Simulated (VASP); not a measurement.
Input of a VASP 6.6.1 run:

INCAR

```
SYSTEM = Rh
  PREC = Accurate
  ENCUT = 520
  EDIFF = 1E-6
  ISMEAR = 0
  SIGMA = 0.15
  LREAL = .FALSE.
  LASPH = .TRUE.
  NELM = 100
  ALGO = Fast
  ISIF = 2
  LWAVE = .FALSE.
  LCHARG = .FALSE.
  GGA = PE
  NBANDS = 14
```

The input KPOINTS:

```
regular mesh
0
G
  22 22 22
  0 0 0
```

The input POSCAR:

```
Rh
1.0
    0.0000000000      2.2739201197      1.4307505393
    2.2739201197      0.0000000000      1.4307505393
    2.2739201197      2.2739201197      0.0000000000
Rh
1
Direct
    0.0000000000      0.0000000000      0.0000000000
```

Potentials or basis: VASP PAW PBE potentials, release 64 (Rh_pv).

Command:

```console
$ cat potpaw_PBE.64/Rh_pv/POTCAR > POTCAR
$ mpirun -np 1 vasp_std > vasp.out
```

(1) What does it give for the pressure?

Results:

(1) -6.2 GPa.
